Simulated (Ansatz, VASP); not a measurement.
# SnO in VASP and in Ansatz

```
Sn O
1.0
     3.79265    0.00000    0.00000
     0.00000    3.79265    0.00000
     0.00000    0.00000    4.75821
Sn O
2 2
Direct
  0.50000 0.00000 0.24103
  0.00000 0.50000 0.75897
  0.00000 0.00000 0.00000
  0.50000 0.50000 0.00000
```

Alike in both runs: task single point; functional LDA; k mesh 6 × 6 × 6; occupations fermi-dirac, width 0.02 eV; no spin polarisation.

|  | VASP | Ansatz |
| --- | --- | --- |
| version | VASP 6.6.1 | Ansatz 0.2.0 |
| potentials or method | VASP PAW LDA potentials, release 64 (Sn_d, O) | plane waves, PAW |
| plane-wave cutoff (eV) | 520 | 420 |
| valence electrons in the cell | 40 | 40 |

```tsv
	VASP	Ansatz	Ansatz less VASP
pressure (GPa)	-1.5	-1.9	-0.31
traceless stress, the component that is largest in VASP (GPa)	0.27	0.24	-0.026
rms of the force components (eV/Å)	0.004	0.050	+0.0464
```

LDA's correlation is that of Perdew and Zunger in VASP and of Perdew and Wang (1992) in Ansatz. Atom by atom the forces differ by 0.046 eV/Å (rms over components).
